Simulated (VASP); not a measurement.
# PbS in VASP: notebook

PbS is run at these levels: PBE, HSE06; tasks: single point.

Everything below comes from runs of VASP 6.6.1. Logs are shortened: lines on timing, memory, paths and dates and some standing lists are left out, and cuts for length are marked.

### Step 1. The cell of the first run

It takes space group Imm2 (No. 44, orthorhombic). The conventional cell has a = 4.589 Å, b = 4.747 Å, c = 6.602 Å, α = 90.00°, β = 90.00°, γ = 90.00°. Pb (site symmetry mm2) has 4 S at 2.85 to 2.87 Å within 3.8 Å. S (site symmetry mm2) has 4 Pb at 2.85 to 2.87 Å within 3.8 Å.

### Step 2. Single point, PBE (shear xy strain -3.4%)

The input, INCAR:

```
SYSTEM = PbS
PREC     = Accurate       ! precision mode
ENCUT    = 520            ! plane-wave cutoff, eV
EDIFF    = 1E-7           ! SCF threshold, eV
ISMEAR   = -1             ! smearing method
SIGMA    = 0.02           ! smearing width, eV
LREAL    = .FALSE.        ! projectors in reciprocal space
LASPH    = .TRUE.         ! aspherical terms in the spheres
NELM     = 100            ! most SCF steps
ALGO     = Normal         ! electronic algorithm
ISIF     = 2              ! what is computed and relaxed
LWAVE    = .FALSE.        ! write WAVECAR
LCHARG   = .FALSE.        ! write CHGCAR
GGA      = PE             ! functional
NBANDS   = 17             ! bands
```

The input, KPOINTS:

```
Automatic mesh
0
G
  6 6 6
  0 0 0
```

The input, POSCAR:

```
PbS
1.0
   -0.0559515687      3.3009775053      3.3009775053
    3.3009775053     -0.0559515687      3.3009775053
    3.2450259366      3.2450259366      0.0000000000
Pb S
1 1
Direct
   -0.0029203501     -0.0029203501      0.0029203501
    0.2529203501      0.2529203501      0.2470796499
```

Potentials or basis: VASP PAW PBE potentials, release 64 (Pb_d, S).

Launch:

```sh
$ cat potpaw_PBE.64/Pb_d/POTCAR potpaw_PBE.64/S/POTCAR > POTCAR
$ mpirun -np 1 vasp_std > vasp.out
```

OUTCAR:

```text
SYSTEM = PbS
   PREC = Accurate
   ENCUT = 520
   EDIFF = 1E-7
   ISMEAR = -1
   LREAL = .FALSE.
   LASPH = .TRUE.
   NELM = 100
   ISIF = 2
   GGA = PE

 ion  position               nearest neighbor table
   1  0.997  0.997  0.003-   2 2.85   2 2.85   2 2.87   2 2.87
   2  0.253  0.253  0.247-   1 2.85   1 2.85   1 2.87   1 2.87

  LATTYP: Found a body centered orthorhombic cell.
 ALAT       =     4.5891596898
 B/A-ratio  =     1.0344845125
 C/A-ratio  =     1.4385977950

  Lattice vectors:

 A1 = (   0.0559515687,  -3.3009775053,  -3.3009775053)
 A2 = (  -0.0559515687,   3.3009775053,  -3.3009775053)
 A3 = (   3.3009775053,  -0.0559515687,   3.3009775053)

Analysis of symmetry for initial positions (statically):
=====================================================================
 Subroutine PRICEL returns:
 Original cell was already a primitive cell.

 Routine SETGRP: Setting up the symmetry group for a
 body centered orthorhombic supercell.

 Subroutine GETGRP returns: Found  4 space group operations
 (whereof  4 operations were pure point group operations)
 out of a pool of  8 trial point group operations.

The static configuration has the point symmetry C_2v.

Analysis of symmetry for dynamics (positions and initial velocities):
=====================================================================
 Subroutine PRICEL returns:
 Original cell was already a primitive cell.

 Routine SETGRP: Setting up the symmetry group for a
 body centered orthorhombic supercell.

 Subroutine GETGRP returns: Found  4 space group operations
 (whereof  4 operations were pure point group operations)
 out of a pool of  8 trial point group operations.

The dynamic configuration has the point symmetry C_2v.

 Subroutine INISYM returns: Found  4 space group operations
 (whereof  4 operations are pure point group operations),
 and found     1 'primitive' translations

----------------------------------------------------------------------------------------

                                     Primitive cell

  volume of cell :      71.9172

  direct lattice vectors                    reciprocal lattice vectors
    -0.055951569  3.300977505  3.300977505    -0.148945655  0.148945655  0.151470284
     3.300977505 -0.055951569  3.300977505     0.148945655 -0.148945655  0.151470284
     3.245025937  3.245025937  0.000000000     0.154081973  0.154081973 -0.151470284

  length of vectors
     4.668622448  4.668622448  4.589159690     0.259447226  0.259447226  0.265378515

  position of ions in fractional coordinates (direct lattice)
     0.997079650  0.997079650  0.002920350
     0.252920350  0.252920350  0.247079650

  ion indices of the primitive-cell ions
   primitive index   ion index
                 1           1
                 2           2

----------------------------------------------------------------------------------------

 KPOINTS: Automatic mesh

Automatic generation of k-mesh.
 Grid dimensions read from file:
 generate k-points for:    6    6    6

 Generating k-lattice:

  Cartesian coordinates                     Fractional coordinates (reciprocal lattice)
    -0.024824276  0.024824276  0.025245047     0.166666667  0.000000000  0.000000000
     0.024824276 -0.024824276  0.025245047     0.000000000  0.166666667  0.000000000
     0.025680329  0.025680329 -0.025245047     0.000000000  0.000000000  0.166666667

  Length of vectors
     0.043241204  0.043241204  0.044229752

  Shift w.r.t. Gamma in fractional coordinates (k-lattice)
     0.000000000  0.000000000  0.000000000

 Subroutine IBZKPT returns following result:
 ===========================================

 Found     46 irreducible k-points:

 Following reciprocal coordinates:
            Coordinates               Weight
  0.000000  0.000000  0.000000      1.000000
  0.166667  0.000000  0.000000      4.000000
  0.333333 -0.000000  0.000000      4.000000
  0.500000 -0.000000  0.000000      2.000000
  0.166667  0.166667  0.000000      2.000000
  0.333333  0.166667  0.000000      4.000000
[... 16 lines left out ...]
 -0.166667  0.333333  0.166667      4.000000
  0.500000  0.500000  0.166667      4.000000
 [... further k-points ...]
   k-points           NKPTS =     46   k-points in BZ     NKDIM =     46   number of bands    NBANDS=     17
   number of dos      NEDOS =    301   number of ions     NIONS =      2
   total plane-waves  NPLWV =  46656
   dimension x,y,z NGX =    36 NGY =   36 NGZ =   36
   dimension x,y,z NGXF=    72 NGYF=   72 NGZF=   72
   ions per type =               1   1
   NGX,Y,Z   is equivalent  to a cutoff of  12.82, 12.82, 13.04 a.u.
   NGXF,Y,Z  is equivalent  to a cutoff of  25.64, 25.64, 26.08 a.u.
 SYSTEM =  PbS
   PREC   = accura    normal or accurate (medium, high low for compatibility)
   ISTART =      0    job   : 0-new  1-cont  2-samecut
   ICHARG =      2    charge: 1-file 2-atom 10-const
   ISPIN  =      1    spin polarized calculation?
   LNONCOLLINEAR =      F non collinear calculations
   LSORBIT =      F    spin-orbit coupling
   LASPH  =      T    aspherical Exc in radial PAW
   ENCUT  =  520.0 eV  38.22 Ry    6.18 a.u.   8.68  8.68  8.53*2*pi/ulx,y,z
   NELM   =    100;   NELMIN=  2; NELMDL= -5     # of ELM steps
   EDIFF  = 0.1E-06   stopping-criterion for ELM
   LREAL  =      F    real-space projection
   EDIFFG = 0.1E-05   stopping-criterion for IOM
   NSW    =      0    number of steps for IOM
   IBRION =     -1    ionic relax: 0-MD 1-quasi-New 2-CG
   NFREE  =      0    steps in history (QN), initial steepest desc. (CG)
   ISIF   =      2    stress and relaxation
   ISYM   =      2    0-nonsym 1-usesym 2-fastsym
   POTIM  = 0.5000    time-step for ionic-motion
   TEBEG  =    0.0;   TEEND  =   0.0 temperature during run
   PSTRESS=    0.0 pullay stress
   NELECT =      20.0000    total number of electrons
   NUPDOWN=      -1.0000    fix difference up-down
   EMIN   =  10.00;   EMAX   =-10.00  energy-range for DOS
   EFERMI =   0.00;   METHOD = LEGACY
   ISMEAR =    -1;   SIGMA  =   0.02  broadening in eV -4-tet -1-fermi 0-gaus
   EFERMI_NEDOS =   21; number of points for ismear=-14 and -15
   IALGO  =     38    algorithm
   IMIX   =      4    mixing-type and parameters
     AMIX     =   0.40;   BMIX     =  1.00
     AMIX_MAG =   1.60;   BMIX_MAG =  1.00
  volume/ion in A,a.u.               =      35.96       242.66
  Fermi-wavevector in a.u.,A,eV,Ry     =   1.068580  2.019324 15.536003  1.141864
  Thomas-Fermi vector in A             =   2.204233
   LORBIT       =      0    0 simple, 1 ext, 2 COOP (PROOUT), +10 PAW based schemes
   GGA     = PE    functional components
   LHFCALC =     F    Hartree Fock is set to
   AEXX    =    0.0000 exact exchange contribution
   IVDW    =     0    specifies the selected vdW correction
   LEPSILON=     F    determine dielectric tensor
   LRPA    =     F    only Hartree local field effects (RPA)
 non-spin polarized calculation
  energy-cutoff  :      520.00
  volume of cell :       71.92
 maximum number of plane-waves:      1952
   NGX = 17   NGY = 17   NGZ = 17

 number of electron      20.0000001 magnetization

 Free energy of the ion-electron system (eV)
  ---------------------------------------------------
  ext. energy  EPLUGINS =         0.00000000
  ---------------------------------------------------
  free energy    TOTEN  =        -8.40688892 eV

  energy without entropy =       -8.40688892  energy(sigma->0) =       -8.40688892

 E-fermi :   3.1949     XC(G=0):  -7.9242

 val. band max:        2.7603116771   @ k =  -0.3333   0.1667   0.5000
 cond. band min:       3.6744720832   @ k =   0.5000  -0.0000   0.5000
 fundamental gap:      0.9141604060
 Fermi energy:         3.1949433723

 k-point     1 :       0.0000    0.0000    0.0000
  band No.  band energies     occupation
      1     -13.7752      2.00000
      2     -13.7751      2.00000
      3     -13.7734      2.00000
      4     -13.7388      2.00000
      5     -13.7381      2.00000
      6      -9.7385      2.00000
[... 9 lines left out ...]
     16      11.4969      0.00000
     17      12.4756      0.00000

 k-point     2 :       0.1667    0.0000    0.0000
  band No.  band energies     occupation
      1     -13.7812      2.00000
      2     -13.7719      2.00000
      3     -13.7715      2.00000
      4     -13.7382      2.00000
      5     -13.7379      2.00000
      6      -9.5907      2.00000
[... 9 lines left out ...]
     16      10.8962      0.00000
     17      11.9040      0.00000

 k-point     3 :       0.3333   -0.0000    0.0000
  band No.  band energies     occupation
      1     -13.7952      2.00000
      2     -13.7671      2.00000
      3     -13.7671      2.00000
      4     -13.7360      2.00000
      5     -13.7358      2.00000
      6      -9.2450      2.00000
[... 9 lines left out ...]
     16      11.0418      0.00000
     17      12.3233      0.00000

 k-point     4 :       0.5000   -0.0000    0.0000
  band No.  band energies     occupation
      1     -13.8021      2.00000
      2     -13.7656      2.00000
      3     -13.7655      2.00000
      4     -13.7343      2.00000
      5     -13.7338      2.00000
      6      -9.0349      2.00000
[... 9 lines left out ...]
     16      11.6146      0.00000
     17      11.8522      0.00000
[... 343 lines left out ...]
      1     -13.8130      2.00000
      2     -13.7614      2.00000
      3     -13.7524      2.00000
      4     -13.7400      2.00000
      5     -13.7342      2.00000
      6      -8.8080      2.00000
[... 9 lines left out ...]
     16      11.9856      0.00000
     17      13.0649      0.00000

 k-point    23 :      -0.1667    0.3333    0.1667
  band No.  band energies     occupation
      1     -13.8090      2.00000
      2     -13.7618      2.00000
      3     -13.7552      2.00000
      4     -13.7415      2.00000
      5     -13.7333      2.00000
      6      -8.9768      2.00000
[... 9 lines left out ...]
     16      12.0950      0.00000
     17      12.9801      0.00000

 k-point    24 :       0.5000    0.5000    0.1667
  band No.  band energies     occupation
      1     -13.8216      2.00000
      2     -13.7548      2.00000
      3     -13.7488      2.00000
      4     -13.7444      2.00000
      5     -13.7314      2.00000
      6      -8.7962      2.00000
[... 9 lines left out ...]
     16      12.2235      0.00000
     17      13.4315      0.00000

 [... further k-points ...]

------------------------ aborting loop because EDIFF is reached ----------------------------------------

  FORCE on cell =-STRESS in cart. coord.  units (eV):
  Direction    XX          YY          ZZ          XY          YZ          ZX
  --------------------------------------------------------------------------------------
  -------------------------------------------------------------------------------------
  Total        0.3086443      0.3086443      0.2963758     -0.0840241      0.0000000      0.0000000
  in kB        6.8760022      6.8760022      6.6026838     -1.8718952      0.0000000      0.0000000
  external PRESSURE =       6.7848961 kB  Pullay stress =       0.0000000 kB

 VOLUME and BASIS-vectors are now :
 -----------------------------------------------------------------------------
  energy-cutoff  :      520.00
  volume of cell :       71.92
      direct lattice vectors                 reciprocal lattice vectors
    -0.055951569  3.300977505  3.300977505    -0.148945655  0.148945655  0.151470284
     3.300977505 -0.055951569  3.300977505     0.148945655 -0.148945655  0.151470284
     3.245025937  3.245025937  0.000000000     0.154081973  0.154081973 -0.151470284

 POSITION                                       TOTAL-FORCE (eV/Angst)
 -----------------------------------------------------------------------------------
      3.24503      3.24503      6.58267        -0.000000     -0.000000     -0.006820
      1.62251      1.62251      1.66977         0.000000      0.000000      0.006820
 -----------------------------------------------------------------------------------
    total drift:                                0.000000      0.000000      0.000186

  FREE ENERGIE OF THE ION-ELECTRON SYSTEM (eV)
  ---------------------------------------------------
  free  energy   TOTEN  =        -8.4068889250 eV

  energy  without entropy=       -8.4068889249  energy(sigma->0) =       -8.40688892
```

Wall time 55 s (1 thread of Intel Xeon Platinum 8259CL at 2.50GHz (Skylake/Cascade Lake), shared host); peak memory 0.23 GiB.

Results:

| Property | Result |
| --- | --- |
| Free energy | -8.4069 eV |
| Pressure | 0.7 GPa |
| Largest force | 0.007 eV/Å |
| Band gap on the k mesh | 0.91 eV (least direct gap 1.27 eV) |

Forces on the atoms (eV/Å):
```
Pb   0.000  0.000 -0.007
S    0.000  0.000  0.007
```

Caveat: the cell differs from its parent crystal (shear xy strain -3.4%); spin-orbit coupling is left out, which moves the levels of the heavy elements.

### Step 3. Single point, HSE06 (uniaxial z strain +2.9%)

The input, POSCAR:

```
PbS
1.0
    0.0000000000      3.3009775053      3.3957155597
    3.3009775053      0.0000000000      3.3957155597
    3.3009775053      3.3009775053      0.0000000000
Pb S
1 1
Direct
    0.0000000000      0.0000000000      0.0000000000
    0.2500000000      0.2500000000      0.2500000000
```

The input, INCAR.step1:

```
PREC     = Accurate       # precision mode
ENCUT    = 520            # plane-wave cutoff, eV
EDIFF    = 1E-5           # SCF threshold, eV
ISMEAR   = 0              # smearing method
SIGMA    = 0.01           # smearing width, eV
LREAL    = False          # projectors in reciprocal space
LASPH    = True           # aspherical terms in the spheres
NELM     = 60             # most SCF steps
ALGO     = Normal         # electronic algorithm
ISIF     = 2              # what is computed and relaxed
LWAVE    = True           # write WAVECAR
LCHARG   = False          # write CHGCAR
GGA      = PE             # functional
NBANDS   = 17             # bands
```

The input, INCAR.step2:

```
PREC     = Accurate       # precision mode
ENCUT    = 520            # plane-wave cutoff, eV
EDIFF    = 1E-6           # SCF threshold, eV
ISMEAR   = 0              # smearing method
SIGMA    = 0.01           # smearing width, eV
LREAL    = False          # projectors in reciprocal space
LASPH    = True           # aspherical terms in the spheres
NELM     = 60             # most SCF steps
ALGO     = Normal         # electronic algorithm
ISIF     = 2              # what is computed and relaxed
LWAVE    = False          # write WAVECAR
LCHARG   = False          # write CHGCAR
GGA      = PE             # functional
LHFCALC  = True           # exact exchange
HFSCREEN = 0.2079         # screening, 1/A
PRECFOCK = Normal       
ISTART   = 1            
NBANDS   = 17             # bands
```

The input, KPOINTS:

```
Automatic mesh
0
Gamma
  4 4 4
```

Potentials or basis: VASP PAW PBE potentials, release 64 (Pb_d, S).

Launch:

```sh
$ cat potpaw_PBE.64/Pb_d/POTCAR potpaw_PBE.64/S/POTCAR > POTCAR
$ cp INCAR.step1 INCAR
$ mpirun -np 1 vasp_std > vasp.out
$ cp INCAR.step2 INCAR
$ mpirun -np 1 vasp_std > vasp.out
```

OUTCAR:

```text
PREC = Accurate
   ENCUT = 520
   EDIFF = 1E-6
   ISMEAR = 0
   LREAL = False
   LASPH = True
   NELM = 60
   ISIF = 2
   GGA = PE
   LHFCALC = True
   HFSCREEN = 0.2079
   PRECFOCK = Normal
   ISTART = 1

 ion  position               nearest neighbor table
   1  0.000  0.000  0.000-   2 2.89   2 2.89   2 2.89   2 2.89
   2  0.250  0.250  0.250-   1 2.89   1 2.89   1 2.89   1 2.89

  LATTYP: Found a body centered tetragonal cell.
 ALAT       =     4.6682871571
 C/A-ratio  =     1.4548014916

  Lattice vectors:

 A1 = (  -3.3009775053,   0.0000000000,   3.3957155597)
 A2 = (   3.3009775053,   0.0000000000,   3.3957155597)
 A3 = (   0.0000000000,   3.3009775053,  -3.3957155597)

Analysis of symmetry for initial positions (statically):
=====================================================================
 Subroutine PRICEL returns:
 Original cell was already a primitive cell.

 Routine SETGRP: Setting up the symmetry group for a
 body centered tetragonal supercell.

[... 158 lines left out ...]
  free energy    TOTEN  =        -9.97696735 eV

  energy without entropy =       -9.97696735  energy(sigma->0) =       -9.97696735

 E-fermi :   2.3462     XC(G=0):  -6.5479

 val. band max:        2.2889150658   @ k =  -0.2500   0.5000   0.2500
 cond. band min:       3.6077577904   @ k =   0.5000   0.0000   0.5000
 fundamental gap:      1.3188427247
 Fermi energy:         2.3462158795

 k-point     1 :       0.0000    0.0000    0.0000
  band No.  band energies     occupation
      1     -16.0927      2.00000
      2     -16.0842      2.00000
      3     -16.0842      2.00000
      4     -16.0516      2.00000
      5     -16.0448      2.00000
      6     -11.5601      2.00000
[... 237 lines left out ...]
      4     -16.0561      2.00000
      5     -16.0398      2.00000
      6     -10.5400      2.00000
[... 9 lines left out ...]
     16      12.6850      0.00000
     17      13.0609      0.00000

------------------------ aborting loop because EDIFF is reached ----------------------------------------

  FORCE on cell =-STRESS in cart. coord.  units (eV):
  Direction    XX          YY          ZZ          XY          YZ          ZX
  --------------------------------------------------------------------------------------
  -------------------------------------------------------------------------------------
  Total       -0.4491354     -0.4491354     -0.5382898      0.0000000     -0.0000000      0.0000000
  in kB       -9.7239216     -9.7239216    -11.6541416      0.0000000     -0.0000000      0.0000000
  external PRESSURE =     -10.3673283 kB  Pullay stress =       0.0000000 kB

 VOLUME and BASIS-vectors are now :
 -----------------------------------------------------------------------------
  energy-cutoff  :      520.00
  volume of cell :       74.00
      direct lattice vectors                 reciprocal lattice vectors
     0.000000000  3.300977505  3.395715560    -0.151470284  0.151470284  0.147244371
     3.300977505  0.000000000  3.395715560     0.151470284 -0.151470284  0.147244371
     3.300977505  3.300977505  0.000000000     0.151470284  0.151470284 -0.147244371

 POSITION                                       TOTAL-FORCE (eV/Angst)
 -----------------------------------------------------------------------------------
      0.00000      0.00000      0.00000         0.000000      0.000000     -0.000000
      1.65049      1.65049      1.69786         0.000000      0.000000      0.000000
 -----------------------------------------------------------------------------------
    total drift:                                0.000001     -0.000000     -0.000005

  FREE ENERGIE OF THE ION-ELECTRON SYSTEM (eV)
  ---------------------------------------------------
  free  energy   TOTEN  =        -9.9769673478 eV

  energy  without entropy=       -9.9769673478  energy(sigma->0) =       -9.97696735
```

OUTCAR.step1:

```text
PREC = Accurate
   ENCUT = 520
   EDIFF = 1E-5
   ISMEAR = 0
   LREAL = False
[... 469 lines left out ...]
      0.00000      0.00000      0.00000         0.000000      0.000000     -0.000000
      1.65049      1.65049      1.69786        -0.000000     -0.000000      0.000000
 -----------------------------------------------------------------------------------
    total drift:                                0.000000      0.000000      0.000000

  FREE ENERGIE OF THE ION-ELECTRON SYSTEM (eV)
  ---------------------------------------------------
  free  energy   TOTEN  =        -8.4123017995 eV

  energy  without entropy=       -8.4123017995  energy(sigma->0) =       -8.41230180
```

Wall time 18 min (1 thread of Intel Xeon Platinum 8259CL at 2.50GHz (Skylake/Cascade Lake), shared host); peak memory 0.33 GiB.

What came out:

```
Free energy            : -9.9770 eV
Pressure               : -1.0 GPa
Band gap on the k mesh : 1.32 eV (least direct gap 1.83 eV)
```

Stress tensor (GPa, compression positive):
```
-0.97  0.00  0.00
 0.00 -0.97  0.00
 0.00  0.00 -1.17
```

Caveat: the cell differs from its parent crystal (uniaxial z strain +2.9%); the PAW data sets were made with another functional, which shifts forces and pressure a little; spin-orbit coupling is left out, which moves the levels of the heavy elements. A k mesh can miss the band edges.
